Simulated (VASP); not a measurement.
# AlAs5 (P6/mmm) in VASP: further runs

The runs below take AlAs5 through single point, with PBE.

Program: VASP 6.6.1. These are calculated values, not measurements. Logs are shortened: lines on timing, memory, paths and dates and some standing lists are left out, and cuts for length are marked.

## Step 1: The cell of the first run

The structure is hexagonal, space group P6/mmm (No. 191). The conventional cell has a = 5.644 Å, b = 5.644 Å, c = 4.358 Å, α = 90.00°, β = 90.00°, γ = 120.00°. Within 4.4 Å of Al (site symmetry 6/mmm) lie 18 As at 3.26 to 3.57 Å and 2 Al at 4.36 Å. Within 3.6 Å of As (site symmetry -6m2) lie 9 As at 2.72 to 3.26 Å and 3 Al at 3.26 Å. As (site symmetry mmm) has 8 As at 2.72 to 2.82 Å and 4 Al at 3.57 Å within 3.6 Å.

The cell was generated, and may not be a known phase.

## Step 2: Single point, PBE

The input, INCAR:

```
ALGO     = Normal         # electronic algorithm
EDIFF    = 1E-6           # SCF threshold, eV
ENCUT    = 520            # plane-wave cutoff, eV
GGA      = PE             # functional
ISIF     = 2              # what is computed and relaxed
ISMEAR   = 0              # smearing method
LASPH    = T              # aspherical terms in the spheres
LCHARG   = F              # write CHGCAR
LREAL    = F              # projectors in reciprocal space
LWAVE    = F              # write WAVECAR
NBANDS   = 23             # bands
NELM     = 80             # most SCF steps
PREC     = Accurate       # precision mode
SIGMA    = 0.1            # smearing width, eV
```

The input, KPOINTS:

```
k-points
0
Gamma
  6 6 4
```

The input, POSCAR:

```
AlAs5
1.0
    5.6440690000      0.0000000000      0.0000000000
   -2.8220345000      4.8879071300      0.0000000000
    0.0000000000      0.0000000000      4.3584752900
Al As
1 5
Direct
    0.0000000000      0.0000000000      0.0000000000
    0.3333333300      0.6666666700      0.0000000000
    0.6666666700      0.3333333300      0.0000000000
    0.5000000000      0.0000000000      0.5000000000
    0.5000000000      0.5000000000      0.5000000000
    0.0000000000      0.5000000000      0.5000000000
```

Potentials or basis: VASP PAW PBE potentials, release 64 (Al, As).

Launch:

```bash
> cat potpaw_PBE.64/Al/POTCAR potpaw_PBE.64/As/POTCAR > POTCAR
> mpirun -np 1 vasp_std > vasp.out
```

OUTCAR:

```text
EDIFF = 1E-6
   ENCUT = 520
   GGA = PE
   ISIF = 2
   ISMEAR = 0
   LASPH = T
   LREAL = F
   NELM = 80
   PREC = Accurate

 ion  position               nearest neighbor table
   1  0.000  0.000  0.000-
   2  0.333  0.667  0.000-   4 2.72   4 2.72   6 2.72   6 2.72   5 2.72   5 2.72
   3  0.667  0.333  0.000-   4 2.72   4 2.72   6 2.72   6 2.72   5 2.72   5 2.72
   4  0.500  0.000  0.500-   2 2.72   3 2.72   2 2.72   3 2.72   5 2.82   6 2.82   5 2.82   6 2.82

   5  0.500  0.500  0.500-   2 2.72   3 2.72   2 2.72   3 2.72   4 2.82   4 2.82   6 2.82   6 2.82

   6  0.000  0.500  0.500-   2 2.72   3 2.72   2 2.72   3 2.72   4 2.82   4 2.82   5 2.82   5 2.82

  LATTYP: Found a hexagonal cell.
 ALAT       =     5.6440690000
 C/A-ratio  =     0.7722221840

  Lattice vectors:

 A1 = (   5.6440690000,   0.0000000000,   0.0000000000)
 A2 = (  -2.8220345000,   4.8879071300,   0.0000000000)
 A3 = (   0.0000000000,   0.0000000000,   4.3584752900)

Analysis of symmetry for initial positions (statically):
=====================================================================
 Subroutine PRICEL returns:
 Original cell was already a primitive cell.

 Routine SETGRP: Setting up the symmetry group for a
 hexagonal supercell.

 Subroutine GETGRP returns: Found 24 space group operations
 (whereof 24 operations were pure point group operations)
 out of a pool of 24 trial point group operations.

The static configuration has the point symmetry D_6h.

Analysis of symmetry for dynamics (positions and initial velocities):
=====================================================================
 Subroutine PRICEL returns:
 Original cell was already a primitive cell.

 Routine SETGRP: Setting up the symmetry group for a
 hexagonal supercell.

 Subroutine GETGRP returns: Found 24 space group operations
 (whereof 24 operations were pure point group operations)
 out of a pool of 24 trial point group operations.

The dynamic configuration has the point symmetry D_6h.

 Subroutine INISYM returns: Found 24 space group operations
 (whereof 24 operations are pure point group operations),
 and found     1 'primitive' translations

----------------------------------------------------------------------------------------

                                     Primitive cell

  volume of cell :     120.2402

  direct lattice vectors                    reciprocal lattice vectors
     5.644069000  0.000000000  0.000000000     0.177177139  0.102293269  0.000000000
    -2.822034500  4.887907130  0.000000000     0.000000000  0.204586538  0.000000000
     0.000000000  0.000000000  4.358475290     0.000000000  0.000000000  0.229438034

  length of vectors
     5.644069000  5.644068996  4.358475290     0.204586538  0.204586538  0.229438034

  position of ions in fractional coordinates (direct lattice)
     0.000000000  0.000000000  0.000000000
     0.333333330  0.666666670  0.000000000
     0.666666670  0.333333330  0.000000000
     0.500000000  0.000000000  0.500000000
     0.500000000  0.500000000  0.500000000
     0.000000000  0.500000000  0.500000000

  ion indices of the primitive-cell ions
   primitive index   ion index
                 1           1
                 2           2
                 3           3
                 4           4
                 5           5
                 6           6

----------------------------------------------------------------------------------------

 KPOINTS: k-points

Automatic generation of k-mesh.
 Grid dimensions read from file:
 generate k-points for:    6    6    4

 Generating k-lattice:

  Cartesian coordinates                     Fractional coordinates (reciprocal lattice)
     0.029529523  0.017048878  0.000000000     0.166666667  0.000000000  0.000000000
     0.000000000  0.034097756  0.000000000     0.000000000  0.166666667  0.000000000
     0.000000000  0.000000000  0.057359508     0.000000000  0.000000000  0.250000000

  Length of vectors
     0.034097756  0.034097756  0.057359508

  Shift w.r.t. Gamma in fractional coordinates (k-lattice)
     0.000000000  0.000000000  0.000000000

 Subroutine IBZKPT returns following result:
 ===========================================

 Found     21 irreducible k-points:

 Following reciprocal coordinates:
            Coordinates               Weight
  0.000000  0.000000  0.000000      1.000000
  0.166667 -0.000000  0.000000      6.000000
  0.333333 -0.000000  0.000000      6.000000
  0.500000 -0.000000  0.000000      3.000000
  0.166667  0.166667  0.000000      6.000000
  0.333333  0.166667  0.000000     12.000000
[... 13 lines left out ...]
  0.333333  0.166667  0.500000     12.000000
  0.333333  0.333333  0.500000      2.000000
   k-points           NKPTS =     21   k-points in BZ     NKDIM =     21   number of bands    NBANDS=     23
   number of dos      NEDOS =    301   number of ions     NIONS =      6
   total plane-waves  NPLWV =  56448
   dimension x,y,z NGX =    42 NGY =   42 NGZ =   32
   dimension x,y,z NGXF=    84 NGYF=   84 NGZF=   64
   ions per type =               1   5
   NGX,Y,Z   is equivalent  to a cutoff of  12.37, 12.37, 12.21 a.u.
   NGXF,Y,Z  is equivalent  to a cutoff of  24.74, 24.74, 24.41 a.u.
 SYSTEM =  unknown system
   PREC   = accura    normal or accurate (medium, high low for compatibility)
   ISTART =      0    job   : 0-new  1-cont  2-samecut
   ICHARG =      2    charge: 1-file 2-atom 10-const
   ISPIN  =      1    spin polarized calculation?
   LNONCOLLINEAR =      F non collinear calculations
   LSORBIT =      F    spin-orbit coupling
   LASPH  =      T    aspherical Exc in radial PAW
   ENCUT  =  520.0 eV  38.22 Ry    6.18 a.u.  10.49 10.49  8.10*2*pi/ulx,y,z
   NELM   =     80;   NELMIN=  2; NELMDL= -5     # of ELM steps
   EDIFF  = 0.1E-05   stopping-criterion for ELM
   LREAL  =      F    real-space projection
   EDIFFG = 0.1E-04   stopping-criterion for IOM
   NSW    =      0    number of steps for IOM
   IBRION =     -1    ionic relax: 0-MD 1-quasi-New 2-CG
   NFREE  =      0    steps in history (QN), initial steepest desc. (CG)
   ISIF   =      2    stress and relaxation
   ISYM   =      2    0-nonsym 1-usesym 2-fastsym
   POTIM  = 0.5000    time-step for ionic-motion
   TEBEG  =    0.0;   TEEND  =   0.0 temperature during run
   PSTRESS=    0.0 pullay stress
   NELECT =      28.0000    total number of electrons
   NUPDOWN=      -1.0000    fix difference up-down
   EMIN   =  10.00;   EMAX   =-10.00  energy-range for DOS
   EFERMI =   0.00;   METHOD = LEGACY
   ISMEAR =     0;   SIGMA  =   0.10  broadening in eV -4-tet -1-fermi 0-gaus
   EFERMI_NEDOS =   21; number of points for ismear=-14 and -15
   IALGO  =     38    algorithm
   IMIX   =      4    mixing-type and parameters
     AMIX     =   0.40;   BMIX     =  1.00
     AMIX_MAG =   1.60;   BMIX_MAG =  1.00
  volume/ion in A,a.u.               =      20.04       135.24
  Fermi-wavevector in a.u.,A,eV,Ry     =   1.007189  1.903311 13.802149  1.014429
  Thomas-Fermi vector in A             =   2.139978
   LORBIT       =      0    0 simple, 1 ext, 2 COOP (PROOUT), +10 PAW based schemes
   GGA     = PE    functional components
   LHFCALC =     F    Hartree Fock is set to
   AEXX    =    0.0000 exact exchange contribution
   IVDW    =     0    specifies the selected vdW correction
   LEPSILON=     F    determine dielectric tensor
   LRPA    =     F    only Hartree local field effects (RPA)
 non-spin polarized calculation
 Gauss-broadening in eV      SIGMA  =   0.10
  energy-cutoff  :      520.00
  volume of cell :      120.24
 maximum number of plane-waves:      3268
 NGX is ok and might be reduce to    42
   NGX = 21   NGY = 21   NGZ = 17

 number of electron      27.9999996 magnetization

 Free energy of the ion-electron system (eV)
  ---------------------------------------------------
  ext. energy  EPLUGINS =         0.00000000
  ---------------------------------------------------
  free energy    TOTEN  =       -23.58103235 eV

  energy without entropy =      -23.55715814  energy(sigma->0) =      -23.56909525

 E-fermi :   6.0615     XC(G=0): -10.2357

 val. band max:        6.0362658348   @ k =   0.1667   0.1667   0.2500
 cond. band min:       6.0759690146   @ k =   0.1667  -0.0000   0.0000
 fundamental gap:      0.0397031799
 Fermi energy:         6.0615454728

 k-point     1 :       0.0000    0.0000    0.0000
  band No.  band energies     occupation
      1      -9.2996      2.00000
      2      -5.1449      2.00000
      3      -4.1354      2.00000
      4      -4.1354      2.00000
      5      -2.4249      2.00000
      6      -0.3667      2.00000
[... 15 lines left out ...]
     22      11.2243      0.00000
     23      11.2243      0.00000

 k-point     2 :       0.1667   -0.0000    0.0000
  band No.  band energies     occupation
      1      -9.1713      2.00000
      2      -5.9431      2.00000
      3      -4.2038      2.00000
      4      -3.3924      2.00000
      5      -2.3557      2.00000
      6      -0.2343      2.00000
[... 15 lines left out ...]
     22      11.5694      0.00000
     23      12.0903      0.00000

 k-point     3 :       0.3333   -0.0000    0.0000
  band No.  band energies     occupation
      1      -8.8137      2.00000
      2      -6.9463      2.00000
      3      -4.3288      2.00000
      4      -2.6974      2.00000
      5      -2.1773      2.00000
      6       0.1343      2.00000
[... 15 lines left out ...]
     22      10.2027      0.00000
     23      12.0072      0.00000

 k-point     4 :       0.5000   -0.0000    0.0000
  band No.  band energies     occupation
      1      -8.4866      2.00000
      2      -7.5013      2.00000
      3      -4.3865      2.00000
      4      -2.5203      2.00000
      5      -2.0454      2.00000
      6       0.0305      2.00000
[... 15 lines left out ...]
     22      10.6031      0.00000
     23      10.7108      0.00000

 k-point     5 :       0.1667    0.1667    0.0000
  band No.  band energies     occupation
      1      -8.9241      2.00000
      2      -6.6963      2.00000
      3      -4.3541      2.00000
      4      -2.7461      2.00000
      5      -2.2375      2.00000
      6       0.0208      2.00000
[... 15 lines left out ...]
     22      10.8718      0.00000
     23      12.2858      0.00000

 k-point     6 :       0.3333    0.1667    0.0000
  band No.  band energies     occupation
      1      -8.4980      2.00000
      2      -7.4691      2.00000
      3      -4.5120      2.00000
      4      -2.3198      2.00000
      5      -2.0698      2.00000
      6       0.3326      2.00000
[... 15 lines left out ...]
     22      10.0727      0.00000
     23      10.8187      0.00000

 k-point     7 :       0.3333    0.3333    0.0000
  band No.  band energies     occupation
      1      -8.0242      2.00000
      2      -8.0242      2.00000
      3      -4.6477      2.00000
      4      -2.0495      2.00000
      5      -2.0495      2.00000
      6       0.9454      2.00000
[... 275 lines left out ...]
     22      10.3006      0.00000
     23      10.6695      0.00000

 k-point    18 :       0.5000   -0.0000    0.5000
  band No.  band energies     occupation
      1      -7.0344      2.00000
      2      -6.0375      2.00000
      3      -6.0067      2.00000
      4      -5.2432      2.00000
      5      -3.7349      2.00000
      6       0.2743      2.00000
[... 15 lines left out ...]
     22       9.9313      0.00000
     23      10.3405      0.00000

 k-point    19 :       0.1667    0.1667    0.5000
  band No.  band energies     occupation
      1      -7.4919      2.00000
      2      -6.4092      2.00000
      3      -5.1400      2.00000
      4      -4.6915      2.00000
      5      -3.6949      2.00000
      6      -0.0015      2.00000
[... 15 lines left out ...]
     22      10.2131      0.00000
     23      11.2591      0.00000

 k-point    20 :       0.3333    0.1667    0.5000
  band No.  band energies     occupation
      1      -7.0471      2.00000
      2      -6.0463      2.00000
      3      -5.9659      2.00000
      4      -5.2252      2.00000
      5      -3.8172      2.00000
      6      -0.2280      2.00000
[... 15 lines left out ...]
     22       9.8737      0.00000
     23      10.4063      0.00000

 k-point    21 :       0.3333    0.3333    0.5000
  band No.  band energies     occupation
      1      -6.5496      2.00000
      2      -6.5496      2.00000
      3      -5.6579      2.00000
      4      -5.6579      2.00000
      5      -3.9182      2.00000
      6      -0.5108      2.00000
[... 15 lines left out ...]
     22      10.2323      0.00000
     23      10.2323      0.00000

------------------------ aborting loop because EDIFF is reached ----------------------------------------

  FORCE on cell =-STRESS in cart. coord.  units (eV):
  Direction    XX          YY          ZZ          XY          YZ          ZX
  --------------------------------------------------------------------------------------
  -------------------------------------------------------------------------------------
  Total        2.0427144      2.0427144     10.9011897      0.0000000      0.0000000      0.0000000
  in kB       27.2187627     27.2187627    145.2561841      0.0000000      0.0000000      0.0000000
  external PRESSURE =      66.5645698 kB  Pullay stress =       0.0000000 kB

 VOLUME and BASIS-vectors are now :
 -----------------------------------------------------------------------------
  energy-cutoff  :      520.00
  volume of cell :      120.24
      direct lattice vectors                 reciprocal lattice vectors
     5.644069000  0.000000000  0.000000000     0.177177139  0.102293269  0.000000000
    -2.822034500  4.887907130  0.000000000     0.000000000  0.204586538  0.000000000
     0.000000000  0.000000000  4.358475290     0.000000000  0.000000000  0.229438034

 POSITION                                       TOTAL-FORCE (eV/Angst)
 -----------------------------------------------------------------------------------
      0.00000      0.00000      0.00000        -0.000000      0.000000      0.000000
     -0.00000      3.25860      0.00000        -0.000000      0.000000     -0.000000
      2.82203      1.62930      0.00000         0.000000     -0.000000      0.000000
      2.82203      0.00000      2.17924        -0.000000      0.000000      0.000000
      1.41102      2.44395      2.17924        -0.000000      0.000000      0.000000
     -1.41102      2.44395      2.17924        -0.000000      0.000000      0.000000
 -----------------------------------------------------------------------------------
    total drift:                                0.000000     -0.000000      0.000000

  FREE ENERGIE OF THE ION-ELECTRON SYSTEM (eV)
  ---------------------------------------------------
  free  energy   TOTEN  =       -23.5810323525 eV

  energy  without entropy=      -23.5571581443  energy(sigma->0) =      -23.56909525
```

Run time: 31 s. Hardware: 1 thread of Intel Xeon Platinum 8488C (Sapphire Rapids), shared host; peak memory 0.24 GiB.

Results:

- Free energy: -23.5810 eV
- Pressure: 6.7 GPa
- Band gap on the k mesh: zero (bands 14 and 15 overlap by 1.42 eV)

Stress tensor (GPa, compression positive):
```
 2.72  0.00  0.00
 0.00  2.72  0.00
 0.00  0.00 14.53
```

Caveat: the k points lie up to 0.36 Å⁻¹ apart, too coarse for converged energies and pressures of a metal.

(Continued in part 2 of 2.)

The gap in the log of VASP goes by the Fermi energy; the results here count the filled bands.